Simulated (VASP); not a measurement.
# H17O8F in VASP: further runs

Runs on H17O8F. Level: PBEsol. Tasks: single point.

Everything below comes from runs of VASP 6.6.1. Logs are shortened: lines on timing, memory, paths and dates and some standing lists are left out, and cuts for length are marked.

### 1 The cell of the first run

The cell holds an amorphous packing of atoms, 26 atoms: a = 6.495 Å, b = 6.495 Å, c = 6.495 Å, α = 90.00°, β = 90.00°, γ = 90.00°.

### 2 Single point, PBEsol

INCAR

```
PREC = Accurate
ENCUT = 520
EDIFF = 1E-7
ISMEAR = -1
SIGMA = 0.05
LREAL = Auto
LASPH = T
NELM = 80
ALGO = Normal
ISIF = 2
LWAVE = F
LCHARG = F
GGA = PS
NBANDS = 55
```

KPOINTS

```
regular mesh
0
Gamma
  1 1 1
```

POSCAR

```
H17O8F
1.0
    6.4950650000      0.0000000000      0.0000000000
    0.0000000000      6.4950650000      0.0000000000
    0.0000000000      0.0000000000      6.4950650000
O H F
8 17 1
Direct
    0.0109775653      0.8525241857      0.8473818199
    0.5852597318      0.2141472025     -0.0202923296
    0.1113152832      0.6122802466      0.1843861455
    0.9305372618      0.3323600303      0.4816118083
    0.3570864957      0.0456500435      0.6540812140
    0.7114324491      0.5757294192      0.7731100459
    0.4003039231      0.3487570948      0.3754542872
    0.2781034524      0.4996562775      0.7708929780
    0.1049720057      0.7573596261      0.7849805968
    0.0629708864      0.9936775075      0.7970205071
    0.6391006095      0.0954724856      0.0630324716
    0.4759151756      0.1492363818     -0.1119773243
    0.0616314078      0.7515860118      0.1474812030
    0.1294213376      0.5526349621      0.0447570579
    0.8264890344      0.4160389465      0.5532816069
    0.9898592239      0.4194877188      0.3759469690
    0.3566707954      0.1431240488      0.5407028259
    0.4480478640     -0.0655112766      0.6062294989
    0.7969127330      0.7023332330      0.8089526433
    0.6981608344      0.4762384980      0.8897524505
    0.3027529363      0.4541140081      0.3190884156
    0.4661847110      0.2996582790      0.2478497136
    0.4216585977      0.5399638033      0.7643187559
    0.2575647819      0.4176709548      0.6565600190
    0.8211773092      0.1674963992      0.3916665961
    0.7473058391      0.0468509553      0.3216749948
```

Potentials or basis: VASP PAW PBE potentials, release 64 (O, H, F).

Started as:

```
$ cat potpaw_PBE.64/O/POTCAR potpaw_PBE.64/H/POTCAR potpaw_PBE.64/F/POTCAR > POTCAR
$ mpirun -np 1 vasp_gam > vasp.out
```

OUTCAR:

```text
PREC = Accurate
   ENCUT = 520
   EDIFF = 1E-7
   ISMEAR = -1
   LREAL = Auto
   LASPH = T
   NELM = 80
   ISIF = 2
   GGA = PS

 ion  position               nearest neighbor table
   1  0.011  0.853  0.847-   9 0.96  10 1.03
   2  0.585  0.214  0.980-  11 1.00  12 1.02
   3  0.111  0.612  0.184-  13 0.99  14 0.99
   4  0.931  0.332  0.482-  16 0.97  15 0.98  25 1.41
   5  0.357  0.046  0.654-  17 0.97  18 0.98
   6  0.711  0.576  0.773-  20 1.00  19 1.02
   7  0.400  0.349  0.375-  22 0.99  21 1.00
   8  0.278  0.500  0.771-  24 0.92  23 0.97
   9  0.105  0.757  0.785-   1 0.96
  10  0.063  0.994  0.797-   1 1.03
  11  0.639  0.095  0.063-   2 1.00
  12  0.476  0.149  0.888-   2 1.02
  13  0.062  0.752  0.147-   3 0.99
  14  0.129  0.553  0.045-   3 0.99
[... 8 lines left out ...]
  23  0.422  0.540  0.764-   8 0.97
  24  0.258  0.418  0.657-   8 0.92
  25  0.821  0.167  0.392-  26 1.03   4 1.41
  26  0.747  0.047  0.322-  25 1.03

  LATTYP: Found a simple cubic cell.
 ALAT       =     6.4950650000

  Lattice vectors:

 A1 = (   6.4950650000,   0.0000000000,   0.0000000000)
 A2 = (   0.0000000000,   6.4950650000,   0.0000000000)
 A3 = (   0.0000000000,   0.0000000000,   6.4950650000)

Analysis of symmetry for initial positions (statically):
=====================================================================
 Subroutine PRICEL returns:
 Original cell was already a primitive cell.

 Routine SETGRP: Setting up the symmetry group for a
 simple cubic supercell.

 Subroutine GETGRP returns: Found  1 space group operations
 (whereof  1 operations were pure point group operations)
 out of a pool of 48 trial point group operations.

The static configuration has the point symmetry C_1 .

Analysis of symmetry for dynamics (positions and initial velocities):
=====================================================================
 Subroutine PRICEL returns:
 Original cell was already a primitive cell.

 Routine SETGRP: Setting up the symmetry group for a
 simple cubic supercell.

 Subroutine GETGRP returns: Found  1 space group operations
 (whereof  1 operations were pure point group operations)
 out of a pool of 48 trial point group operations.

The dynamic configuration has the point symmetry C_1 .

 Subroutine INISYM returns: Found  1 space group operations
 (whereof  1 operations are pure point group operations),
 and found     1 'primitive' translations

[... 119 lines left out ...]
   LREAL  =      T    real-space projection
   EDIFFG = 0.1E-05   stopping-criterion for IOM
   NSW    =      0    number of steps for IOM
   IBRION =     -1    ionic relax: 0-MD 1-quasi-New 2-CG
   NFREE  =      0    steps in history (QN), initial steepest desc. (CG)
   ISIF   =      2    stress and relaxation
   ISYM   =      2    0-nonsym 1-usesym 2-fastsym
   POTIM  = 0.5000    time-step for ionic-motion
   TEBEG  =    0.0;   TEEND  =   0.0 temperature during run
   PSTRESS=    0.0 pullay stress
   NELECT =      72.0000    total number of electrons
   NUPDOWN=      -1.0000    fix difference up-down
   EMIN   =  10.00;   EMAX   =-10.00  energy-range for DOS
   EFERMI =   0.00;   METHOD = LEGACY
   ISMEAR =    -1;   SIGMA  =   0.05  broadening in eV -4-tet -1-fermi 0-gaus
   EFERMI_NEDOS =   21; number of points for ismear=-14 and -15
   IALGO  =     38    algorithm
   IMIX   =      4    mixing-type and parameters
     AMIX     =   0.40;   BMIX     =  1.00
     AMIX_MAG =   1.60;   BMIX_MAG =  1.00
  volume/ion in A,a.u.               =      10.54        71.12
  Fermi-wavevector in a.u.,A,eV,Ry     =   1.048581  1.981532 14.959919  1.099523
  Thomas-Fermi vector in A             =   2.183509
   LORBIT       =      0    0 simple, 1 ext, 2 COOP (PROOUT), +10 PAW based schemes
   GGA     = PS    functional components
   LHFCALC =     F    Hartree Fock is set to
   AEXX    =    0.0000 exact exchange contribution
   IVDW    =     0    specifies the selected vdW correction
   LEPSILON=     F    determine dielectric tensor
   LRPA    =     F    only Hartree local field effects (RPA)
 non-spin polarized calculation
  energy-cutoff  :      520.00
  volume of cell :      274.00
 maximum number of plane-waves:      3625
   NGX = 25   NGY = 25   NGZ = 25

 number of electron      71.9999994 magnetization

 Free energy of the ion-electron system (eV)
  ---------------------------------------------------
  ext. energy  EPLUGINS =         0.00000000
  ---------------------------------------------------
  free energy    TOTEN  =      -126.69849253 eV

  energy without entropy =     -126.69849253  energy(sigma->0) =     -126.69849253

 E-fermi :  -2.7426     XC(G=0):  -6.6569

 val. band max:       -4.0006316546   @ k =   0.0000   0.0000   0.0000
 cond. band min:       0.9302538654   @ k =   0.0000   0.0000   0.0000
 fundamental gap:      4.9308855200
 Fermi energy:        -2.7425884349

 k-point     1 :       0.0000    0.0000    0.0000
  band No.  band energies     occupation
      1     -25.2952      2.00000
      2     -22.9063      2.00000
      3     -22.6633      2.00000
      4     -22.4038      2.00000
      5     -22.2972      2.00000
      6     -22.2412      2.00000
[... 40 lines left out ...]
     47       6.7674      0.00000
     48       6.9988      0.00000
 [bands above 48 left out]

------------------------ aborting loop because EDIFF is reached ----------------------------------------

  FORCE on cell =-STRESS in cart. coord.  units (eV):
  Direction    XX          YY          ZZ          XY          YZ          ZX
  --------------------------------------------------------------------------------------
  -------------------------------------------------------------------------------------
  Total       -0.0947385     -2.8790674      0.1397460     -1.2765335      1.6144259      0.1978296
  in kB       -0.5539704    -16.8349531      0.8171459     -7.4643551      9.4401347      1.1567818
  external PRESSURE =      -5.5239259 kB  Pullay stress =       0.0000000 kB

 VOLUME and BASIS-vectors are now :
 -----------------------------------------------------------------------------
  energy-cutoff  :      520.00
  volume of cell :      274.00
      direct lattice vectors                 reciprocal lattice vectors
     6.495065000  0.000000000  0.000000000     0.153963047  0.000000000  0.000000000
     0.000000000  6.495065000  0.000000000     0.000000000  0.153963047  0.000000000
     0.000000000  0.000000000  6.495065000     0.000000000  0.000000000  0.153963047

 POSITION                                       TOTAL-FORCE (eV/Angst)
 -----------------------------------------------------------------------------------
      0.07130      5.53720      5.50380        -0.472685      2.591849      0.101329
      3.80130      1.39090      6.36327        -0.661504     -1.153743      0.272242
      0.72300      3.97680      1.19760        -0.159112     -0.292529     -0.439486
      6.04390      2.15870      3.12810        -0.349982     -0.882235      0.371698
      2.31930      0.29650      4.24830         0.167487     -1.207689      0.833528
      4.62080      3.73940      5.02140        -0.121205      0.214690      0.147960
[... 18 lines left out ...]
      5.33360      1.08790      2.54390         0.216043      0.069488     -0.056664
      4.85380      0.30430      2.08930        -0.045610     -0.208179      0.021606
 -----------------------------------------------------------------------------------
    total drift:                                0.004067     -0.007651     -0.001034

  FREE ENERGIE OF THE ION-ELECTRON SYSTEM (eV)
  ---------------------------------------------------
  free  energy   TOTEN  =      -126.6984925316 eV

  energy  without entropy=     -126.6984925316  energy(sigma->0) =     -126.69849253
```

OSZICAR:

```text
N       E                     dE             d eps       ncg     rms          rms(c)
DAV:   1     0.579035405324E+03    0.57904E+03   -0.39356E+04   110   0.119E+03
DAV:   2    -0.849994852354E+02   -0.66403E+03   -0.64772E+03   141   0.299E+02
DAV:   3    -0.137153888796E+03   -0.52154E+02   -0.51869E+02   132   0.906E+01
DAV:   4    -0.137896214205E+03   -0.74233E+00   -0.74080E+00   132   0.121E+01
DAV:   5    -0.137906598940E+03   -0.10385E-01   -0.10378E-01   140   0.139E+00    0.206E+01
DAV:   6    -0.126996421818E+03    0.10910E+02   -0.34188E+01   132   0.244E+01    0.789E+00
DAV:   7    -0.126787222648E+03    0.20920E+00   -0.11493E+00   124   0.431E+00    0.493E+00
DAV:   8    -0.126689584406E+03    0.97638E-01   -0.32228E-01   148   0.307E+00    0.749E-01
DAV:   9    -0.126686682224E+03    0.29022E-02   -0.34438E-02   132   0.919E-01    0.303E-01
DAV:  10    -0.126695592101E+03   -0.89099E-02   -0.12169E-02   124   0.476E-01    0.158E-01
DAV:  11    -0.126697548142E+03   -0.19560E-02   -0.89084E-04   148   0.201E-01    0.628E-02
DAV:  12    -0.126698418290E+03   -0.87015E-03   -0.70679E-04   124   0.149E-01    0.230E-02
DAV:  13    -0.126698483266E+03   -0.64976E-04   -0.63882E-05   132   0.510E-02    0.137E-02
DAV:  14    -0.126698490947E+03   -0.76804E-05   -0.17207E-05   124   0.228E-02    0.565E-03
DAV:  15    -0.126698492054E+03   -0.11073E-05   -0.60097E-06   148   0.141E-02    0.343E-03
DAV:  16    -0.126698492443E+03   -0.38853E-06   -0.70557E-07   124   0.427E-03    0.239E-03
DAV:  17    -0.126698492532E+03   -0.88906E-07   -0.34691E-07   124   0.351E-03
   1 F= -.12669849E+03 E0= -.12669849E+03  d E =-.322329E-10
```

stdout:

```text
POSCAR found type information on POSCAR O H F
 POSCAR found :  3 types and      26 ions
 scaLAPACK will be used
 -----------------------------------------------------------------------------
|                                                                             |
|                                                                             |
|     You enforced a specific xc type in the INCAR file but a different       |
|     I HOPE YOU KNOW WHAT YOU ARE DOING!                                     |
|                                                                             |
 -----------------------------------------------------------------------------

 LDA part: xc-table for (Slater+PW92), standard interpolation
 POSCAR, INCAR and KPOINTS ok, starting setup
 FFT: planning ... GRIDC
 FFT: planning ... GRID_SOFT
 FFT: planning ... GRID
 WAVECAR not read
 entering main loop
```

Run time: 17 s. Hardware: 1 thread of Intel Xeon 6975P-C (Granite Rapids), shared host; peak memory 0.29 GiB.

What came out:

- Free energy: -126.6985 eV
- Pressure: -0.6 GPa
- Largest force: 3.317 eV/Å
- Band gap on the k mesh: 4.93 eV

Forces on the atoms (eV/Å):
```
O   -0.473  2.592  0.101
O   -0.662 -1.154  0.272
O   -0.159 -0.293 -0.439
O   -0.350 -0.882  0.372
O    0.167 -1.208  0.834
O   -0.121  0.215  0.148
O   -0.583  0.525 -0.461
O   -0.524  1.935  2.642
H    1.102 -0.984 -0.615
H   -0.562 -1.868  0.451
H    0.040  0.920 -0.206
H    0.765  0.590  0.090
H    0.069 -0.198  0.205
H    0.260 -0.064  0.252
H   -0.171  0.472  0.606
H    0.219  0.736 -0.789
H    0.121  0.939 -0.930
H   -0.210  0.270  0.166
H   -0.318 -0.830  0.022
H    0.264  0.313 -0.366
H    0.348 -0.143  0.278
H    0.301 -0.268 -0.216
H    0.918  0.265  0.015
H   -0.613 -1.742 -2.397
H    0.216  0.069 -0.057
F   -0.046 -0.208  0.022
```

Caveat: the k points lie up to 0.97 Å⁻¹ apart; the PAW data sets were made with another functional, which shifts forces and pressure a little.

### 3 Single point, PBEsol

INCAR

```
SYSTEM = H17O8F
ALGO = Normal
EDIFF = 1E-7
ENCUT = 520
GGA = PS
ISIF = 2
ISMEAR = -1
LASPH = .TRUE.
LCHARG = .FALSE.
LREAL = Auto
LWAVE = .FALSE.
NBANDS = 55
NELM = 60
PREC = Accurate
SIGMA = 0.05
```

KPOINTS

```
k-points
0
G
  1 1 1
  0 0 0
```

POSCAR

```
H17O8F
1.0
    6.4950650000      0.0000000000      0.0000000000
    0.0000000000      6.4950650000      0.0000000000
    0.0000000000      0.0000000000      6.4950650000
O H F
8 17 1
Direct
   -0.0147650562      0.7664434459      0.8139718386
    0.6392853651      0.2226921517     -0.0294685273
    0.1179510906      0.5268615480      0.1591823946
    0.8962342948      0.3462628934      0.4194723224
    0.3641687958      0.0664812438      0.6670910915
    0.6790078313      0.5394557252      0.7015018325
    0.4318201588      0.3251853523      0.3916511998
    0.2884035803      0.5089094566      0.7540494206
    0.1165654231      0.6889076553      0.7702771258
    0.0203077259      0.9187282960      0.8058425897
    0.7215170287      0.1227239450      0.0505614647
    0.5195329069      0.1530238727     -0.0983361983
    0.0305000797      0.6365294266      0.1081282481
    0.1907294230      0.4846294841      0.0183985842
    0.8125707749      0.4353151200      0.5128201180
    0.9871032853      0.4190258296      0.3220752987
    0.4015818163      0.1555334704      0.5501253644
    0.4143915419     -0.0712233057      0.6173302346
    0.7812546911      0.6514484459      0.7481372396
    0.6795774946      0.4211505197      0.8081520354
    0.3402583346      0.4251843515      0.3279104982
    0.5215036339      0.2744391319      0.2806592390
    0.4493873425      0.5377313391      0.7465514202
    0.2579958784      0.4029828801      0.6590388241
    0.8246414778      0.1480662626      0.3881716349
    0.7789760380      0.0121322881      0.3282184243
```

Potentials or basis: VASP PAW PBE potentials, release 64 (O, H, F).

Started as:

```
$ cat potpaw_PBE.64/O/POTCAR potpaw_PBE.64/H/POTCAR potpaw_PBE.64/F/POTCAR > POTCAR
$ mpirun -np 1 vasp_gam > vasp.out
```

Wall time 17 s (1 thread of Intel Xeon 6975P-C (Granite Rapids), shared host); peak memory 0.3 GiB.

Results (log left out):

- Free energy: -126.5988 eV
- Pressure: -0.6 GPa
- Largest force: 2.842 eV/Å
- Band gap on the k mesh: 4.84 eV

Forces on the atoms (eV/Å):
```
O    0.906  1.535  0.067
O   -0.490  0.048  0.010
O    1.721 -0.835 -2.102
O   -0.415 -0.792  1.130
O    0.403 -2.353  0.710
O   -0.016 -0.285  1.036
O    0.470 -0.068 -0.536
O    0.962  1.687  1.815
H   -0.549  0.152  0.112
H   -0.330 -1.661 -0.148
H   -0.291  0.041 -0.004
H    0.581 -0.122 -0.091
H   -0.347  0.756 -0.190
H   -0.834  0.415  1.636
H   -0.101  0.137 -0.026
H    0.158  0.185 -0.539
H   -0.069  0.730 -0.629
H   -0.463  1.107  0.609
H   -0.212 -0.530 -0.005
H    0.601  0.617 -0.440
H   -0.411  0.279 -0.301
H    0.009  0.122 -0.079
H   -1.074 -0.076 -0.500
H   -0.314 -1.202 -1.001
H    0.562  0.829 -0.184
F   -0.455 -0.720 -0.350
```

Stress tensor (GPa, compression positive):
```
-0.69  0.22  0.57
 0.22 -0.11 -0.39
 0.57 -0.39 -0.88
```

Levels at points of the mesh, in eV from the valence-band top:
```csv
k point,band 34,band 35,band 36,band 37,band 38,band 39
"(0.00, 0.00, 0.00)",-0.55,-0.16,0.00,4.84,7.86,8.22
```

Caveat: the k points lie up to 0.97 Å⁻¹ apart; the PAW data sets were made with another functional, which shifts forces and pressure a little.
